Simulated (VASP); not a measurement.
A run of VASP 6.6.1 is set up as follows.

File INCAR:

```
SYSTEM = AlRu
PREC = Accurate
ENCUT = 520
EDIFF = 1E-6
ISMEAR = 0
SIGMA = 0.15
LREAL = .FALSE.
LASPH = .TRUE.
NELM = 60
ALGO = Fast
ISIF = 2
LWAVE = .FALSE.
LCHARG = .TRUE.
GGA = PE
LELF = .TRUE.
LVHAR = .TRUE.
NBANDS = 16
```

The input KPOINTS:

```
Automatic mesh
0
G
  18 18 18
  0 0 0
```

File POSCAR:

```
AlRu
1.0
    2.9433399480      0.0000000000      0.0000000000
    0.0000000000      2.9433399480      0.0000000000
    0.0000000000      0.0000000000      3.0905069454
Al Ru
1 1
Direct
    0.0000000000      0.0000000000      0.0000000000
    0.5000000000      0.5000000000      0.5000000000
```

Potentials or basis: VASP PAW PBE potentials, release 64 (Al, Ru_pv).

Launch:

```sh
$ cat potpaw_PBE.64/Al/POTCAR potpaw_PBE.64/Ru_pv/POTCAR > POTCAR
$ mpirun -np 1 vasp_std > vasp.out
```

Question: Predict the pressure.

Answer: 2.8 GPa.

Question: What does it give for the band gap on the k mesh?

Answer: Zero (an odd number of electrons rules out a gap without spin polarisation).

Stress tensor (GPa, compression positive):
```
 5.54  0.00  0.00
 0.00  5.54  0.00
 0.00  0.00 -2.80
```
